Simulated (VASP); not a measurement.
# Au (Fm-3m) in VASP: notebook, part 2 of 2

VASP 6.6.1. Earlier steps stand in the parts before.

### Step 5. Single point, RPBE (volume scaled by 1.04)

INCAR

```
PREC = Accurate
ENCUT = 520
EDIFF = 1E-7
ISMEAR = -1
SIGMA = 0.1
LREAL = F
LASPH = T
NELM = 60
ALGO = Normal
ISIF = 2
LWAVE = F
LCHARG = F
GGA = RP
NBANDS = 12
```

KPOINTS

```
regular mesh
0
Gamma
  21 21 21
```

POSCAR

```
Au
1.0
    0.0000000000      2.1265610656      2.1265610656
    2.1265610656      0.0000000000      2.1265610656
    2.1265610656      2.1265610656      0.0000000000
Au
1
Direct
    0.0000000000      0.0000000000      0.0000000000
```

Potentials or basis: VASP PAW PBE potentials, release 64 (Au).

On the command line:

```bash
$ cat potpaw_PBE.64/Au/POTCAR > POTCAR
$ mpirun -np 1 vasp_std > vasp.out
```

OUTCAR:

```text
PREC = Accurate
   ENCUT = 520
   EDIFF = 1E-7
   ISMEAR = -1
   LREAL = F
   LASPH = T
   NELM = 60
   ISIF = 2
   GGA = RP

 ion  position               nearest neighbor table
   1  0.000  0.000  0.000-

  LATTYP: Found a face centered cubic cell.
 ALAT       =     4.2531221312

  Lattice vectors:

 A1 = (   0.0000000000,   2.1265610656,   2.1265610656)
 A2 = (   2.1265610656,   0.0000000000,   2.1265610656)
 A3 = (   2.1265610656,   2.1265610656,   0.0000000000)

Analysis of symmetry for initial positions (statically):
=====================================================================
 Subroutine PRICEL returns:
 Original cell was already a primitive cell.

 Routine SETGRP: Setting up the symmetry group for a
 face centered cubic supercell.

 Subroutine GETGRP returns: Found 48 space group operations
 (whereof 48 operations were pure point group operations)
 out of a pool of 48 trial point group operations.

The static configuration has the point symmetry O_h .

Analysis of symmetry for dynamics (positions and initial velocities):
=====================================================================
 Subroutine PRICEL returns:
 Original cell was already a primitive cell.

 Routine SETGRP: Setting up the symmetry group for a
 face centered cubic supercell.

 Subroutine GETGRP returns: Found 48 space group operations
 (whereof 48 operations were pure point group operations)
 out of a pool of 48 trial point group operations.

The dynamic configuration has the point symmetry O_h .

 Subroutine INISYM returns: Found 48 space group operations
 (whereof 48 operations are pure point group operations),
 and found     1 'primitive' translations

----------------------------------------------------------------------------------------

                                     Primitive cell

  volume of cell :      19.2337

  direct lattice vectors                    reciprocal lattice vectors
[... 110 lines left out ...]
   GGA     = RP    functional components
   LHFCALC =     F    Hartree Fock is set to
   AEXX    =    0.0000 exact exchange contribution
   IVDW    =     0    specifies the selected vdW correction
   LEPSILON=     F    determine dielectric tensor
   LRPA    =     F    only Hartree local field effects (RPA)
 non-spin polarized calculation
  energy-cutoff  :      520.00
  volume of cell :       19.23
 maximum number of plane-waves:       534
   NGX = 11   NGY = 11   NGZ = 11

 number of electron      11.0000000 magnetization

 Free energy of the ion-electron system (eV)
  ---------------------------------------------------
  ext. energy  EPLUGINS =         0.00000000
  ---------------------------------------------------
  free energy    TOTEN  =        -2.63027152 eV

  energy without entropy =       -2.61903009  energy(sigma->0) =       -2.62465080

 E-fermi :   7.7312     XC(G=0): -11.9013

 val. band max:        7.6866212816   @ k =   0.4762   0.1429   0.0000
 cond. band min:       7.7349936888   @ k =  -0.2381   0.2857   0.0952
 fundamental gap:      0.0483724072
 Fermi energy:         7.7312410169

 k-point     1 :       0.0000    0.0000    0.0000
  band No.  band energies     occupation
      1      -0.9075      2.00000
      2       3.5979      2.00000
      3       3.5979      2.00000
      4       3.5979      2.00000
      5       4.8105      2.00000
      6       4.8105      2.00000
      7      22.3065      0.00000
      8      25.6395      0.00000
      9      25.6395      0.00000
     10      25.6395      0.00000
     11      30.1547      0.00000
     12      33.6277      0.00000
[... 331 lines left out ...]
 k-point    24 :      -0.3810    0.0476    0.0000
  band No.  band energies     occupation
      1       1.4583      2.00000
      2       3.6192      2.00000
      3       3.6650      2.00000
      4       5.0964      2.00000
      5       5.4856      2.00000
      6       6.1223      2.00000
      7      12.6540      0.00000
      8      22.0501      0.00000
      9      23.7218      0.00000
     10      24.8295      0.00000
     11      30.2143      0.00000
     12      30.5967      0.00000

 [... further k-points ...]

------------------------ aborting loop because EDIFF is reached ----------------------------------------

  FORCE on cell =-STRESS in cart. coord.  units (eV):
  Direction    XX          YY          ZZ          XY          YZ          ZX
  --------------------------------------------------------------------------------------
  -------------------------------------------------------------------------------------
  Total       -0.5127726     -0.5127726     -0.5127726      0.0000000      0.0000000     -0.0000000
  in kB      -42.7141578    -42.7141578    -42.7141578      0.0000000      0.0000000     -0.0000000
  external PRESSURE =     -42.7141578 kB  Pullay stress =       0.0000000 kB

 VOLUME and BASIS-vectors are now :
 -----------------------------------------------------------------------------
  energy-cutoff  :      520.00
  volume of cell :       19.23
      direct lattice vectors                 reciprocal lattice vectors
     0.000000000  2.126561066  2.126561066    -0.235121393  0.235121393  0.235121393
     2.126561066  0.000000000  2.126561066     0.235121393 -0.235121393  0.235121393
     2.126561066  2.126561066  0.000000000     0.235121393  0.235121393 -0.235121393

 POSITION                                       TOTAL-FORCE (eV/Angst)
 -----------------------------------------------------------------------------------
      0.00000      0.00000      0.00000         0.000000     -0.000000     -0.000000
 -----------------------------------------------------------------------------------
    total drift:                               -0.000000      0.000000      0.000000

  FREE ENERGIE OF THE ION-ELECTRON SYSTEM (eV)
  ---------------------------------------------------
  free  energy   TOTEN  =        -2.6302715174 eV

  energy  without entropy=       -2.6190300877  energy(sigma->0) =       -2.62465080
```

It took 87 s on 1 thread of AMD EPYC 7R43 (Zen 3), shared host; peak memory 0.15 GiB.

Results:

| Property | Result |
| --- | --- |
| Free energy | -2.6303 eV |
| Pressure | -4.3 GPa |

Levels at points of the mesh, in eV from the Fermi level:
| k point | band 3 | band 4 | band 5 | band 6 | band 7 | band 8 | band 9 | band 10 |
| --- | --- | --- | --- | --- | --- | --- | --- | --- |
| (0.00, 0.00, 0.00) | -4.13 | -4.13 | -2.92 | -2.92 | 14.58 | 17.91 | 17.91 | 17.91 |

Caveat: the PAW data sets were made with another functional, which shifts forces and pressure a little; spin-orbit coupling is left out, which moves the levels of the heavy elements.

### Step 6. Single point, RPBE (volume scaled by 1.08)

INCAR

```
SYSTEM = Au
ALGO = Normal
EDIFF = 1E-6
ENCUT = 520
GGA = RP
ISIF = 2
ISMEAR = -1
LASPH = .TRUE.
LCHARG = .FALSE.
LREAL = .FALSE.
LWAVE = .FALSE.
NBANDS = 12
NELM = 80
PREC = Accurate
SIGMA = 0.1
```

KPOINTS

```
k-points
0
G
  21 21 21
  0 0 0
```

POSCAR

```
Au
1.0
    0.0000000000      2.1534824180      2.1534824180
    2.1534824180      0.0000000000      2.1534824180
    2.1534824180      2.1534824180      0.0000000000
Au
1
Direct
    0.0000000000      0.0000000000      0.0000000000
```

Potentials or basis: VASP PAW PBE potentials, release 64 (Au).

On the command line:

```bash
$ cat potpaw_PBE.64/Au/POTCAR > POTCAR
$ mpirun -np 1 vasp_std > vasp.out
```

It took 78 s on 1 thread of AMD EPYC 7R43 (Zen 3), shared host; peak memory 0.15 GiB.

It converged, with:

- Free energy: -2.6036 eV
- Pressure: -7.4 GPa

Levels at points of the mesh, in eV from the Fermi level:
```
           k point  band 2  band 3  band 4  band 5  band 6  band 7  band 8  band 9  band 10  band 11
(0.00, 0.00, 0.00)   -3.97   -3.97   -3.97   -2.83   -2.83   14.58   17.69   17.69    17.69    22.11
```

Caveat: the PAW data sets were made with another functional, which shifts forces and pressure a little; spin-orbit coupling is left out, which moves the levels of the heavy elements.

### Step 7. Single point, RPBE (volume scaled by 1.12)

INCAR

```
SYSTEM = Au
  ALGO = Normal
  EDIFF = 1E-6
  ENCUT = 520
  GGA = RP
  ISIF = 2
  ISMEAR = -1
  LASPH = .TRUE.
  LCHARG = .FALSE.
  LREAL = .FALSE.
  LWAVE = .FALSE.
  NBANDS = 12
  NELM = 100
  PREC = Accurate
  SIGMA = 0.1
```

KPOINTS is that of step 6.

POSCAR

```
Au
1.0
    0.0000000000      2.1797469872      2.1797469872
    2.1797469872      0.0000000000      2.1797469872
    2.1797469872      2.1797469872      0.0000000000
Au
1
Direct
    0.0000000000      0.0000000000      0.0000000000
```

On the command line:

```bash
$ cat potpaw_PBE.64/Au/POTCAR > POTCAR
$ mpirun -np 1 vasp_std > vasp.out
```

It took 75 s on 1 thread of AMD EPYC 7R43 (Zen 3), shared host; peak memory 0.16 GiB.

Results (log left out):

```yaml
Free_energy: -2.5647 eV
Pressure: -9.6 GPa
```

Levels at points of the mesh, in eV from the Fermi level:
```tsv
k point	band 2	band 3	band 4	band 5	band 6	band 7	band 8	band 9	band 10	band 11
(0.00, 0.00, 0.00)	-3.81	-3.81	-3.81	-2.75	-2.75	14.57	17.48	17.48	17.48	21.80
```

Caveat: the PAW data sets were made with another functional, which shifts forces and pressure a little; spin-orbit coupling is left out, which moves the levels of the heavy elements.

### Step 8. Summary

| cell | gap on the mesh (eV) | pressure (GPa) |
| --- | --- | --- |
| a = 2.928 Å, angles 60.0°, 1 atom | none | 5.4 |
| a = 2.968 Å, angles 60.0°, 1 atom | none | -0.1 |
| a = 3.007 Å, angles 60.0°, 1 atom | none | -4.3 |
| a = 3.045 Å, angles 60.0°, 1 atom | none | -7.4 |
| a = 3.083 Å, angles 60.0°, 1 atom | none | -9.6 |

Alike in all rows: task single point; level RPBE; potentials or basis VASP PAW PBE potentials, release 64 (Au); no spin polarisation; k mesh 21 × 21 × 21; cutoff (eV) 520; smearing fermi-dirac 0.1 eV.

Caveats: the PAW data sets were made with another functional, which shifts forces and pressure a little; spin-orbit coupling is left out, which moves the levels of the heavy elements.

Total energies depend on the potentials used, so only differences within one code and one set of settings carry meaning.
